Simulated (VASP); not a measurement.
# CdSe (R3m) in VASP: further runs

CdSe is run at these levels: PBE; tasks: single point.

Everything below comes from runs of VASP 6.6.1. Logs are shortened: lines on timing, memory, paths and dates and some standing lists are left out, and cuts for length are marked.

## (1) The cell of the first run

It takes space group R3m (No. 160, trigonal). The conventional cell has a = 4.165 Å, b = 4.165 Å, c = 11.007 Å, α = 90.00°, β = 90.00°, γ = 120.00°. Within 3.5 Å of Cd (site symmetry 3m) lie 4 Se at 2.62 to 2.63 Å. Se (site symmetry 3m) has 4 Cd at 2.62 to 2.63 Å within 3.5 Å.

## (2) Single point, PBE (epitaxial 111 strain -4.0%)

Input file INCAR:

```
PREC = Accurate
ENCUT = 520
EDIFF = 1E-7
ISMEAR = 0
SIGMA = 0.01
LREAL = False
LASPH = True
NELM = 60
ALGO = Normal
ISIF = 2
LWAVE = False
LCHARG = False
GGA = PE
NBANDS = 16
```

Input file KPOINTS:

```
regular mesh
0
Gamma
  4 4 4
```

Input file POSCAR:

```
CdSe
1.0
    0.1550082785      3.1000780041      3.1000780041
    3.1000780041      0.1550082785      3.1000780041
    3.1000780041      3.1000780041      0.1550082785
Cd Se
1 1
Direct
    0.0054831568      0.0054831568      0.0054831568
    0.2445168432      0.2445168432      0.2445168432
```

Potentials or basis: VASP PAW PBE potentials, release 64 (Cd, Se).

Launch:

```bash
$ cat potpaw_PBE.64/Cd/POTCAR potpaw_PBE.64/Se/POTCAR > POTCAR
$ mpirun -np 1 vasp_std > vasp.out
```

OUTCAR:

```text
PREC = Accurate
   ENCUT = 520
   EDIFF = 1E-7
   ISMEAR = 0
   LREAL = False
   LASPH = True
   NELM = 60
   ISIF = 2
   GGA = PE

 ion  position               nearest neighbor table
   1  0.005  0.005  0.005-   2 2.62   2 2.62   2 2.62   2 2.63
   2  0.245  0.245  0.245-   1 2.62   1 2.62   1 2.62   1 2.63

  LATTYP: Found a trigonal (rhomboedric) cell.
 ALAT       =     4.3869117645
 COS(alpha) =     0.5493147301

  Lattice vectors:

 A1 = (   0.1550082785,   3.1000780041,   3.1000780041)
 A2 = (   3.1000780041,   0.1550082785,   3.1000780041)
 A3 = (   3.1000780041,   3.1000780041,   0.1550082785)

Analysis of symmetry for initial positions (statically):
=====================================================================
 Subroutine PRICEL returns:
 Original cell was already a primitive cell.

 Routine SETGRP: Setting up the symmetry group for a
 trigonal (rhombohedral) supercell.

 Subroutine GETGRP returns: Found  6 space group operations
 (whereof  6 operations were pure point group operations)
 out of a pool of 12 trial point group operations.

The static configuration has the point symmetry C_3v.

Analysis of symmetry for dynamics (positions and initial velocities):
=====================================================================
 Subroutine PRICEL returns:
 Original cell was already a primitive cell.

 Routine SETGRP: Setting up the symmetry group for a
 trigonal (rhombohedral) supercell.

 Subroutine GETGRP returns: Found  6 space group operations
 (whereof  6 operations were pure point group operations)
 out of a pool of 12 trial point group operations.

The dynamic configuration has the point symmetry C_3v.

 Subroutine INISYM returns: Found  6 space group operations
 (whereof  6 operations are pure point group operations),
 and found     1 'primitive' translations

----------------------------------------------------------------------------------------

                                     Primitive cell

  volume of cell :      55.1211

  direct lattice vectors                    reciprocal lattice vectors
     0.155008279  3.100078004  3.100078004    -0.173916242  0.165634293  0.165634293
     3.100078004  0.155008279  3.100078004     0.165634293 -0.173916242  0.165634293
     3.100078004  3.100078004  0.155008279     0.165634293  0.165634293 -0.173916242

  length of vectors
     4.386911764  4.386911764  4.386911764     0.291746975  0.291746975  0.291746975

  position of ions in fractional coordinates (direct lattice)
     0.005483157  0.005483157  0.005483157
     0.244516843  0.244516843  0.244516843

  ion indices of the primitive-cell ions
   primitive index   ion index
                 1           1
                 2           2

----------------------------------------------------------------------------------------

 KPOINTS: regular mesh

Automatic generation of k-mesh.
 Grid dimensions read from file:
 generate k-points for:    4    4    4

 Generating k-lattice:

  Cartesian coordinates                     Fractional coordinates (reciprocal lattice)
    -0.043479060  0.041408573  0.041408573     0.250000000  0.000000000  0.000000000
     0.041408573 -0.043479060  0.041408573     0.000000000  0.250000000  0.000000000
     0.041408573  0.041408573 -0.043479060     0.000000000  0.000000000  0.250000000

  Length of vectors
     0.072936744  0.072936744  0.072936744

  Shift w.r.t. Gamma in fractional coordinates (k-lattice)
     0.000000000  0.000000000  0.000000000

 Subroutine IBZKPT returns following result:
 ===========================================

 Found     13 irreducible k-points:

 Following reciprocal coordinates:
            Coordinates               Weight
  0.000000  0.000000  0.000000      1.000000
  0.250000 -0.000000 -0.000000      6.000000
  0.500000 -0.000000 -0.000000      3.000000
  0.250000  0.250000  0.000000      6.000000
  0.500000  0.250000  0.000000     12.000000
 -0.250000  0.250000  0.000000      6.000000
  0.500000  0.500000  0.000000      3.000000
  0.250000  0.250000  0.250000      2.000000
  0.500000  0.250000  0.250000      6.000000
 -0.250000  0.250000  0.250000      6.000000
  0.500000  0.500000  0.250000      6.000000
 -0.250000  0.500000  0.250000      6.000000
  0.500000  0.500000  0.500000      1.000000
   k-points           NKPTS =     13   k-points in BZ     NKDIM =     13   number of bands    NBANDS=     16
   number of dos      NEDOS =    301   number of ions     NIONS =      2
   total plane-waves  NPLWV =  46656
   dimension x,y,z NGX =    36 NGY =   36 NGZ =   36
   dimension x,y,z NGXF=    72 NGYF=   72 NGZF=   72
   ions per type =               1   1
   NGX,Y,Z   is equivalent  to a cutoff of  13.64, 13.64, 13.64 a.u.
   NGXF,Y,Z  is equivalent  to a cutoff of  27.29, 27.29, 27.29 a.u.
 SYSTEM =  unknown system
   PREC   = accura    normal or accurate (medium, high low for compatibility)
   ISTART =      0    job   : 0-new  1-cont  2-samecut
   ICHARG =      2    charge: 1-file 2-atom 10-const
   ISPIN  =      1    spin polarized calculation?
   LNONCOLLINEAR =      F non collinear calculations
   LSORBIT =      F    spin-orbit coupling
   LASPH  =      T    aspherical Exc in radial PAW
   ENCUT  =  520.0 eV  38.22 Ry    6.18 a.u.   8.16  8.16  8.16*2*pi/ulx,y,z
   NELM   =     60;   NELMIN=  2; NELMDL= -5     # of ELM steps
   EDIFF  = 0.1E-06   stopping-criterion for ELM
   LREAL  =      F    real-space projection
   EDIFFG = 0.1E-05   stopping-criterion for IOM
   NSW    =      0    number of steps for IOM
   IBRION =     -1    ionic relax: 0-MD 1-quasi-New 2-CG
   NFREE  =      0    steps in history (QN), initial steepest desc. (CG)
   ISIF   =      2    stress and relaxation
   ISYM   =      2    0-nonsym 1-usesym 2-fastsym
   POTIM  = 0.5000    time-step for ionic-motion
   TEBEG  =    0.0;   TEEND  =   0.0 temperature during run
   PSTRESS=    0.0 pullay stress
   NELECT =      18.0000    total number of electrons
   NUPDOWN=      -1.0000    fix difference up-down
   EMIN   =  10.00;   EMAX   =-10.00  energy-range for DOS
   EFERMI =   0.00;   METHOD = LEGACY
   ISMEAR =     0;   SIGMA  =   0.01  broadening in eV -4-tet -1-fermi 0-gaus
   EFERMI_NEDOS =   21; number of points for ismear=-14 and -15
   IALGO  =     38    algorithm
   IMIX   =      4    mixing-type and parameters
     AMIX     =   0.40;   BMIX     =  1.00
     AMIX_MAG =   1.60;   BMIX_MAG =  1.00
  volume/ion in A,a.u.               =      27.56       185.99
  Fermi-wavevector in a.u.,A,eV,Ry     =   1.127352  2.130387 17.291962  1.270923
  Thomas-Fermi vector in A             =   2.264038
   LORBIT       =      0    0 simple, 1 ext, 2 COOP (PROOUT), +10 PAW based schemes
   GGA     = PE    functional components
   LHFCALC =     F    Hartree Fock is set to
   AEXX    =    0.0000 exact exchange contribution
   IVDW    =     0    specifies the selected vdW correction
   LEPSILON=     F    determine dielectric tensor
   LRPA    =     F    only Hartree local field effects (RPA)
 non-spin polarized calculation
 Gauss-broadening in eV      SIGMA  =   0.01
  energy-cutoff  :      520.00
  volume of cell :       55.12
 maximum number of plane-waves:      1496
 NGX is ok and might be reduce to    36
   NGX = 17   NGY = 17   NGZ = 17

 number of electron      17.9999999 magnetization

 Free energy of the ion-electron system (eV)
  ---------------------------------------------------
  ext. energy  EPLUGINS =         0.00000000
  ---------------------------------------------------
  free energy    TOTEN  =        -5.36167184 eV

  energy without entropy =       -5.36167184  energy(sigma->0) =       -5.36167184

 E-fermi :   1.3242     XC(G=0):  -8.9756

 val. band max:        1.2669420218   @ k =   0.0000   0.0000   0.0000
 cond. band min:       1.6974866848   @ k =   0.0000   0.0000   0.0000
 fundamental gap:      0.4305446629
 Fermi energy:         1.3241809467

 k-point     1 :       0.0000    0.0000    0.0000
  band No.  band energies     occupation
      1     -11.5511      2.00000
      2      -6.9237      2.00000
      3      -6.8777      2.00000
      4      -6.8777      2.00000
      5      -6.5114      2.00000
      6      -6.5114      2.00000
[... 8 lines left out ...]
     15      12.2610      0.00000
     16      12.2610      0.00000

 k-point     2 :       0.2500   -0.0000   -0.0000
  band No.  band energies     occupation
      1     -11.3455      2.00000
      2      -6.8616      2.00000
      3      -6.8271      2.00000
      4      -6.6618      2.00000
      5      -6.5151      2.00000
      6      -6.5008      2.00000
[... 8 lines left out ...]
     15      11.2297      0.00000
     16      11.5663      0.00000

 k-point     3 :       0.5000   -0.0000   -0.0000
  band No.  band energies     occupation
      1     -11.1369      2.00000
      2      -6.8103      2.00000
      3      -6.7978      2.00000
      4      -6.5035      2.00000
      5      -6.4646      2.00000
      6      -6.1697      2.00000
[... 8 lines left out ...]
     15      12.3110      0.00000
     16      14.1244      0.00000

 k-point     4 :       0.2500    0.2500    0.0000
  band No.  band energies     occupation
      1     -11.2883      2.00000
      2      -6.7958      2.00000
      3      -6.7618      2.00000
      4      -6.7191      2.00000
      5      -6.5172      2.00000
      6      -6.4796      2.00000
[... 8 lines left out ...]
     15      12.7832      0.00000
     16      14.2351      0.00000
[... 115 lines left out ...]
 k-point    11 :       0.5000    0.5000    0.2500
  band No.  band energies     occupation
      1     -11.1119      2.00000
      2      -6.7417      2.00000
      3      -6.7012      2.00000
      4      -6.5830      2.00000
      5      -6.4811      2.00000
      6      -6.2258      2.00000
[... 8 lines left out ...]
     15      13.3182      0.00000
     16      13.8961      0.00000

 k-point    12 :      -0.2500    0.5000    0.2500
  band No.  band energies     occupation
      1     -11.0263      2.00000
      2      -6.7200      2.00000
      3      -6.6883      2.00000
      4      -6.5469      2.00000
      5      -6.5037      2.00000
      6      -6.0071      2.00000
[... 8 lines left out ...]
     15      13.6114      0.00000
     16      14.0318      0.00000

 k-point    13 :       0.5000    0.5000    0.5000
  band No.  band energies     occupation
      1     -11.1938      2.00000
      2      -6.7859      2.00000
      3      -6.7859      2.00000
      4      -6.4947      2.00000
      5      -6.4947      2.00000
      6      -6.2955      2.00000
[... 8 lines left out ...]
     15      13.2348      0.00000
     16      13.2348      0.00000

------------------------ aborting loop because EDIFF is reached ----------------------------------------

  FORCE on cell =-STRESS in cart. coord.  units (eV):
  Direction    XX          YY          ZZ          XY          YZ          ZX
  --------------------------------------------------------------------------------------
  -------------------------------------------------------------------------------------
  Total        1.5039367      1.5039367      1.5039367     -0.3808178     -0.3808178     -0.3808178
  in kB       43.7141652     43.7141652     43.7141652    -11.0690394    -11.0690394    -11.0690394
  external PRESSURE =      43.7141652 kB  Pullay stress =       0.0000000 kB

 VOLUME and BASIS-vectors are now :
 -----------------------------------------------------------------------------
  energy-cutoff  :      520.00
  volume of cell :       55.12
      direct lattice vectors                 reciprocal lattice vectors
     0.155008279  3.100078004  3.100078004    -0.173916242  0.165634293  0.165634293
     3.100078004  0.155008279  3.100078004     0.165634293 -0.173916242  0.165634293
     3.100078004  3.100078004  0.155008279     0.165634293  0.165634293 -0.173916242

 POSITION                                       TOTAL-FORCE (eV/Angst)
 -----------------------------------------------------------------------------------
      0.03485      0.03485      0.03485        -0.000155     -0.000155     -0.000155
      1.55394      1.55394      1.55394         0.000155      0.000155      0.000155
 -----------------------------------------------------------------------------------
    total drift:                               -0.000059     -0.000059     -0.000059

  FREE ENERGIE OF THE ION-ELECTRON SYSTEM (eV)
  ---------------------------------------------------
  free  energy   TOTEN  =        -5.3616718442 eV

  energy  without entropy=       -5.3616718442  energy(sigma->0) =       -5.36167184
```

Wall time 16 s (1 thread of Intel Xeon 6975P-C (Granite Rapids), shared host); peak memory 0.2 GiB.

Results:

| Item | Value |
| --- | --- |
| Free energy | -5.3617 eV |
| Pressure | 4.4 GPa |
| Band gap on the k mesh | 0.43 eV, direct |

Caveat: the k points lie up to 0.46 Å⁻¹ apart; the cell differs from its parent crystal (epitaxial 111 strain -4.0%).

## (3) Single point, PBE (epitaxial 111 strain -4.0%)

Input file INCAR:

```
PREC = Accurate
ENCUT = 520
EDIFF = 1E-6
ISMEAR = -1
SIGMA = 0.02
LREAL = False
LASPH = True
NELM = 100
ALGO = Normal
ISIF = 2
LWAVE = False
LCHARG = False
GGA = PE
NBANDS = 16
```

Input file KPOINTS:

```
Automatic mesh
0
Gamma
  8 8 8
```

POSCAR is that of step 2.

Potentials or basis: VASP PAW PBE potentials, release 64 (Cd, Se).

Launch:

```bash
$ cat potpaw_PBE.64/Cd/POTCAR potpaw_PBE.64/Se/POTCAR > POTCAR
$ mpirun -np 1 vasp_std > vasp.out
```

Wall time 52 s (1 thread of Intel Xeon 6975P-C (Granite Rapids), shared host); peak memory 0.23 GiB.

The run converged. Its results:

* Free energy: -5.4124 eV
* Pressure: 4.2 GPa
* Largest force: 0.007 eV/Å
* Band gap on the k mesh: 0.45 eV, direct

Forces in eV/Å, atoms in the order of the input:
```
Cd   0.004  0.004  0.004
Se  -0.004 -0.004 -0.004
```

Stress tensor (GPa, compression positive):
```
 4.17 -1.11 -1.11
-1.11  4.17 -1.11
-1.11 -1.11  4.17
```

Levels at points of the mesh, in eV from the valence-band top:
```tsv
k point	band 5	band 6	band 7	band 8	band 9	band 10	band 11	band 12	band 13	band 14
(0.00, 0.00, 0.00)	-7.75	-7.75	-0.43	0.00	0.00	0.45	5.38	6.12	6.12	9.76
(0.50, 0.00, 0.00)	-7.70	-7.41	-4.54	-1.16	-0.77	2.10	6.18	6.21	7.34	9.99
(0.50, 0.50, 0.00)	-7.68	-7.38	-4.28	-2.24	-1.81	2.76	3.83	8.80	10.08	10.46
(0.50, 0.50, 0.50)	-7.73	-7.53	-4.85	-0.70	-0.70	2.79	6.74	6.74	7.06	10.14
```

Caveat: the cell differs from its parent crystal (epitaxial 111 strain -4.0%).
